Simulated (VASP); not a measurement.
# K2Y6Te (I4/mmm) in VASP: single point with PBE

Aim: the single point of K2Y6Te with PBE.

All numbers are computed with VASP 6.6.1; they aren't measurements. Logs are shortened: lines on timing, memory, paths and dates and some standing lists are left out, and cuts for length are marked.

**1. The cell of the first run**

Symmetry: I4/mmm, No. 139, tetragonal system. The conventional cell has a = 7.195 Å, b = 7.195 Å, c = 10.176 Å, α = 90.00°, β = 90.00°, γ = 90.00°. Within 3.4 Å of Te (site symmetry 4/mmm) lie 6 Y at 2.54 to 2.55 Å. K (site symmetry -4m2) has 12 Y at 3.60 Å and 4 Te at 4.41 Å within 4.7 Å. Within 3.4 Å of Y (site symmetry 4mm) lie 1 Te at 2.54 Å. Within 3.4 Å of Y (site symmetry m2m) lie 1 Te at 2.55 Å.

**2. Single point, PBE**

Input file POSCAR:

```
K2Y6Te
1.0
    0.0000000000      7.1953270000      0.0000000000
    7.1953270000      0.0000000000      0.0000000000
    3.5976640000      3.5976640000     -5.0879090000
Te K Y
1 2 6
Direct
    0.0000000000      0.0000000000      0.0000000000
    0.2500000000      0.7500000000      0.5000000000
    0.7500000000      0.2500000000      0.5000000000
    0.2500000000      0.2500000000      0.5000000000
    0.7500000000      0.7500000000      0.5000000000
    0.2510000000      0.2510000000      0.0000000000
    0.2510000000      0.7490000000      0.0000000000
    0.7490000000      0.7490000000      0.0000000000
    0.7490000000      0.2510000000      0.0000000000
```

Input file INCAR.step1:

```
ALGO = Normal
EDIFF = 1E-6
ENCUT = 400
GGA = PE
GGA_COMPAT = F
ISIF = 2
ISMEAR = 1
LASPH = T
LCHARG = T
LMAXMIX = 4
LORBIT = 11
LREAL = F
LWAVE = F
NBANDS = 55
NEDOS = 2001
NELM = 120
PREC = Accurate
SIGMA = 0.1524
```

Input file KPOINTS.step1:

```
k-points
0
Gamma
  7 7 7
```

Input file INCAR.step2:

```
ALGO = Normal
EDIFF = 1E-6
ENCUT = 400
GGA = PE
GGA_COMPAT = F
ICHARG = 11
ISIF = 2
ISMEAR = -5
LASPH = T
LCHARG = F
LMAXMIX = 4
LORBIT = 10
LREAL = F
LWAVE = F
NBANDS = 55
NEDOS = 1001
NELM = 120
PREC = Accurate
SIGMA = 0.1524
```

Input file KPOINTS.step2:

```
k-points
0
Gamma
  11 11 11
```

Potentials or basis: VASP PAW PBE potentials, release 64 (Te, K_sv, Y_sv).

Started as:

```sh
$ cat potpaw_PBE.64/Te/POTCAR potpaw_PBE.64/K_sv/POTCAR potpaw_PBE.64/Y_sv/POTCAR > POTCAR
$ cp INCAR.step1 INCAR
$ cp KPOINTS.step1 KPOINTS
$ mpirun -np 1 vasp_std > vasp.out
$ cp INCAR.step2 INCAR
$ cp KPOINTS.step2 KPOINTS
$ mpirun -np 1 vasp_std > vasp.out
```

OUTCAR:

```text
EDIFF = 1E-6
   ENCUT = 400
   GGA = PE
   ICHARG = 11
   ISIF = 2
   ISMEAR = -5
   LASPH = T
   LORBIT = 10
   LREAL = F
   NELM = 120
   PREC = Accurate

 ion  position               nearest neighbor table
   1  0.000  0.000  0.000-   5 2.54   4 2.54   7 2.55   8 2.55   9 2.55   6 2.55
   2  0.250  0.750  0.500-   4 3.60   5 3.60   4 3.60   5 3.60   9 3.60   9 3.60   8 3.60   6 3.60
                             6 3.60   8 3.60   7 3.60   7 3.60
   3  0.750  0.250  0.500-   4 3.60   5 3.60   5 3.60   4 3.60   7 3.60   7 3.60   8 3.60   6 3.60
                             6 3.60   8 3.60   9 3.60   9 3.60
   4  0.250  0.250  0.500-   1 2.54   8 3.59   7 3.59   9 3.59   6 3.59   2 3.60   3 3.60   2 3.60
                             3 3.60   8 3.60   9 3.60   7 3.60   6 3.60
   5  0.750  0.750  0.500-   1 2.54   6 3.59   9 3.59   7 3.59   8 3.59   3 3.60   2 3.60   3 3.60
                             2 3.60   6 3.60   9 3.60   7 3.60   8 3.60
   6  0.251  0.251  0.000-   1 2.55   7 3.58   9 3.58   5 3.59   4 3.59   2 3.60   3 3.60   3 3.60
                             2 3.60   5 3.60   4 3.60   9 3.61   7 3.61
   7  0.251  0.749  0.000-   1 2.55   6 3.58   8 3.58   4 3.59   5 3.59   3 3.60   3 3.60   2 3.60
                             2 3.60   4 3.60   5 3.60   6 3.61   8 3.61
   8  0.749  0.749  0.000-   1 2.55   7 3.58   9 3.58   4 3.59   5 3.59   3 3.60   2 3.60   2 3.60
                             3 3.60   4 3.60   5 3.60   9 3.61   7 3.61
   9  0.749  0.251  0.000-   1 2.55   6 3.58   8 3.58   4 3.59   5 3.59   2 3.60   2 3.60   3 3.60
                             3 3.60   4 3.60   5 3.60   6 3.61   8 3.61

  LATTYP: Found a face centered cubic cell.
 ALAT       =    10.1757742218

  Lattice vectors:

 A1 = (   3.5976640000,   3.5976640000,  -5.0879090000)
 A2 = (  -3.5976630000,   3.5976640000,  -5.0879090000)
 A3 = (   0.0000000000,   7.1953270000,   0.0000000000)

Analysis of symmetry for initial positions (statically):
=====================================================================
 Subroutine PRICEL returns:
 Original cell was already a primitive cell.

 Routine SETGRP: Setting up the symmetry group for a
 face centered cubic supercell.

 Subroutine GETGRP returns: Found 16 space group operations
 (whereof 16 operations were pure point group operations)
 out of a pool of 48 trial point group operations.

The static configuration has the point symmetry D_4h.

Analysis of symmetry for dynamics (positions and initial velocities):
=====================================================================
 Subroutine PRICEL returns:
 Original cell was already a primitive cell.

 Routine SETGRP: Setting up the symmetry group for a
[... 147 lines left out ...]
   GGA     = PE    functional components
   LHFCALC =     F    Hartree Fock is set to
   AEXX    =    0.0000 exact exchange contribution
   IVDW    =     0    specifies the selected vdW correction
   LEPSILON=     F    determine dielectric tensor
   LRPA    =     F    only Hartree local field effects (RPA)
 non-spin polarized calculation
 Fermi weights with tetrahedron method with Bloechl corrections
  energy-cutoff  :      400.00
  volume of cell :      263.41
 maximum number of plane-waves:      4813

 number of electron      89.9999997 magnetization

 Free energy of the ion-electron system (eV)
  ---------------------------------------------------
  ext. energy  EPLUGINS =         0.00000000
  ---------------------------------------------------
  free energy    TOTEN  =       -36.44798753 eV

  energy without entropy =      -36.44798753  energy(sigma->0) =      -36.44798753

 E-fermi :   3.7306     XC(G=0):  -9.4676

 val. band max:        3.7404198212   @ k =   0.1818   0.0000   0.0909
 cond. band min:       3.7080480428   @ k =   0.4545   0.1818  -0.0000
 fundamental gap:     -0.0323717783
 Fermi energy:         3.7306282512

 k-point     1 :       0.0000    0.0000    0.0000
  band No.  band energies     occupation
      1     -38.8156      2.00000
      2     -38.7695      2.00000
      3     -38.7695      2.00000
      4     -38.7574      2.00000
      5     -38.7428      2.00000
      6     -38.7341      2.00000
[... 1381 lines left out ...]
     54       5.7833      0.00000
     55       5.8022      0.00000

 [... further k-points ...]

------------------------ aborting loop because EDIFF is reached ----------------------------------------

  FORCE on cell =-STRESS in cart. coord.  units (eV):
  Direction    XX          YY          ZZ          XY          YZ          ZX
  --------------------------------------------------------------------------------------
  -------------------------------------------------------------------------------------
  Total       29.4730346     29.4730346     30.3496897      0.0000000     -0.0000030     -0.0000030
  in kB      179.2648038    179.2648038    184.5969114      0.0000000     -0.0000181     -0.0000181
  external PRESSURE =     181.0421730 kB  Pullay stress =       0.0000000 kB

 VOLUME and BASIS-vectors are now :
 -----------------------------------------------------------------------------
  energy-cutoff  :      400.00
  volume of cell :      263.41
      direct lattice vectors                 reciprocal lattice vectors
     0.000000000  7.195327000  0.000000000     0.000000000  0.138979090  0.098272212
     7.195327000  0.000000000  0.000000000     0.138979090  0.000000000  0.098272212
     3.597664000  3.597664000 -5.087909000     0.000000000  0.000000000 -0.196544396

 POSITION                                       TOTAL-FORCE (eV/Angst)
 -----------------------------------------------------------------------------------
      0.00000      0.00000      0.00000         0.000000     -0.000000      0.000000
      7.19533      3.59766     -2.54395         0.000000     -0.000000      0.000000
      3.59766      7.19533     -2.54395         0.000000     -0.000000     -0.000000
      3.59766      3.59766     -2.54395        -0.000000     -0.000000      3.953380
      7.19533      7.19533     -2.54395         0.000000      0.000000     -3.953380
      1.80603      1.80603      0.00000         2.650701      2.650701      0.000000
      5.38930      1.80603      0.00000        -2.650701      2.650701      0.000000
      5.38930      5.38930      0.00000        -2.650701     -2.650701     -0.000000
      1.80603      5.38930      0.00000         2.650701     -2.650701      0.000000
 -----------------------------------------------------------------------------------
    total drift:                                0.000000      0.000000     -0.000000

  FREE ENERGIE OF THE ION-ELECTRON SYSTEM (eV)
  ---------------------------------------------------
  free  energy   TOTEN  =       -36.4479875269 eV

  energy  without entropy=      -36.4479875269  energy(sigma->0) =      -36.44798753

 total charge

# of ion       s       p       d       f       tot
--------------------------------------------------
    1        1.396   2.373   0.249   0.000   4.018
    2        2.009   5.559   0.063   0.000   7.631
    3        2.009   5.559   0.063   0.000   7.631
    4        2.268   6.324   1.164   0.029   9.785
    5        2.268   6.324   1.164   0.029   9.785
    6        2.268   6.319   1.156   0.029   9.772
    7        2.268   6.319   1.156   0.029   9.772
    8        2.268   6.319   1.156   0.029   9.772
    9        2.268   6.319   1.156   0.029   9.772
--------------------------------------------------
tot         19.020  51.416   7.327   0.173  77.936
```

Run time: 32 min. Hardware: 1 thread of AMD EPYC 9R14 (Zen 4), shared host; peak memory 1 GiB.

Results:

```yaml
Valence_electrons_inside_the_program's_atomic_spheres: Te 4.02; K 7.63; Y 9.79, 9.77 (each value once)
```

Levels at points of the mesh, in eV from the Fermi level:
| k point | band 43 | band 44 | band 45 | band 46 | band 47 | band 48 |
| --- | --- | --- | --- | --- | --- | --- |
| (0.00, 0.00, 0.00) | -0.88 | -0.45 | 0.11 | 0.11 | 0.11 | 1.16 |

Caveat: spin-orbit coupling is left out, which moves the levels of the heavy elements.
